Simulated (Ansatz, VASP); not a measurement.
## One calculation of RbBr, two programs

```
Rb Br
1.0
     0.00000    3.46083    3.46083
     3.46083    0.00000    3.46083
     3.46083    3.46083    0.00000
Rb Br
1 1
Cartesian
  0.0000 0.0000 0.0000
  3.4608 3.4608 3.4608
```

Alike in both runs: task single point; functional PBE; k mesh 4 × 4 × 4; no spin polarisation.

```csv
,VASP,Ansatz
version,VASP 6.6.1,Ansatz 0.2.0
potentials or method,"VASP PAW PBE potentials, release 64 (Rb_sv, Br)",plane waves
plane-wave cutoff (eV),500,420
occupations,"methfessel-paxton of order 1, width 0.2 eV","cold, width 0.2 eV"
valence electrons in the cell,16,16
```

```tsv
	VASP	Ansatz	Ansatz less VASP
gap on the k mesh at the Fermi level (eV)	4.29	4.29	-0.002
pressure (GPa)	0.5	0.5	+0.05
```
